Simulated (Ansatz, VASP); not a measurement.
## One calculation of Sn, two programs

```
CELL_PARAMETERS angstrom
-2.90610 2.90610 1.58533
2.90610 -2.90610 1.58533
2.90610 2.90610 -1.58533
ATOMIC_POSITIONS crystal
Sn 0.00000 0.00000 0.00000
Sn 0.75000 0.25000 0.50000
```

Change from the starting cell: volume scaled by 0.99.

Alike in both runs: task single point; functional LDA; k mesh 15 × 15 × 15; occupations fermi-dirac, width 0.05 eV; no spin polarisation.

|  | VASP | Ansatz |
| --- | --- | --- |
| version | VASP 6.6.1 | Ansatz 0.2.0 |
| potentials or method | VASP PAW LDA potentials, release 64 (Sn_d), cutoff 520 eV | all-electron LAPW, scalar-relativistic |

```tsv
	VASP	Ansatz	Ansatz less VASP
pressure (GPa)	-1.3	-1.3	+0.01
traceless stress, the component that is largest in VASP (GPa)	-0.65	-0.67	-0.019
```

LDA's correlation is that of Perdew and Zunger in VASP and of Perdew and Wang (1992) in Ansatz. Ansatz ran all-electron here, and VASP with PAW potentials.
